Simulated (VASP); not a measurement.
The system is AlN.

```
Al N
1.0
     3.37193    0.00000    0.00000
     0.00000    3.37193    0.00000
     0.00000    0.00000    4.28897
Al N
2 2
Direct
  0.00000 0.50000 0.23850
  0.50000 0.00000 0.76150
  0.00000 0.00000 0.00000
  0.50000 0.50000 0.00000
```

```yaml
Program: VASP 6.6.1
Task: relaxation of cell and atoms
Functional: PBE
Potentials_or_basis: VASP PAW PBE potentials, release 64 (Al, N)
Cutoff: 600 eV
k_mesh: 6 × 6 × 4
Occupations: gaussian, width 0.1 eV
Spin: no spin polarisation
```

At the start: pressure 3.9 GPa; volume 12.19 Å³/atom.

**Question.** How do energy, volume and symmetry change on relaxing?

**Answer.** Over 27 steps the energy falls by 933.6 meV/atom and the volume is 16.89 Å³/atom (+38.5 %); space group P4/nmm (No. 129, to 0.05 Å).

Step by step:
```tsv
step	energy change (eV)	largest force (eV/Å)	pressure (GPa)	volume (Å³)
1	0.0000	1.7337	3.88	48.77
2	-0.5154	2.1331	1.73	50.84
3	-2.2060	2.8605	-9.79	56.88
4	0.2855	0.3100	-31.33	67.66
5	-2.2156	2.4788	-17.58	59.58
6	-2.3453	2.3126	-17.76	59.49
7	-2.5872	1.5882	-18.75	59.19
8	-2.4680	0.5483	-21.79	58.44
9	-2.6106	1.1585	-19.80	58.94
10	-2.9832	0.9877	-15.51	56.87
11	-3.4452	0.5864	-2.60	52.60
12	-3.4752	0.4295	3.86	51.04
13	-3.4765	0.4543	2.77	51.29
14	-3.4877	0.4418	2.69	51.49
15	-3.5195	0.4048	2.42	52.10
16	-3.5753	0.3295	1.89	53.32
17	-3.6562	0.1725	0.72	55.78
18	-3.6867	0.2352	-2.25	60.78
19	-3.6979	0.0759	-1.12	59.02
20	-3.6665	0.1121	6.04	58.49
21	-3.7036	0.0893	0.80	58.88
22	-3.7096	0.0883	0.63	59.70
23	-3.7222	0.0831	0.19	62.15
24	-3.7325	0.0645	-0.54	67.07
25	-3.7178	0.0319	3.15	67.31
26	-3.7335	0.0573	0.17	67.12
27	-3.7344	0.0350	0.18	67.55
```

Final structure:
```cif
data_structure
_symmetry_space_group_name_H-M 'P 1'
_symmetry_Int_Tables_number 1
_cell_length_a 3.8036
_cell_length_b 3.8036
_cell_length_c 4.6690
_cell_angle_alpha 90.000
_cell_angle_beta 90.000
_cell_angle_gamma 90.000
_cell_volume 67.55
loop_
_atom_site_label
_atom_site_type_symbol
_atom_site_fract_x
_atom_site_fract_y
_atom_site_fract_z
_atom_site_occupancy
Al1 Al 0.00000 0.50000 0.99732 1
Al2 Al 0.50000 0.00000 0.00268 1
N1 N 0.00000 0.00000 0.00000 1
N2 N 0.50000 0.50000 0.00000 1
```

Caveat: the volume moved by over 15 % at a fixed basis, so the end points are rough.
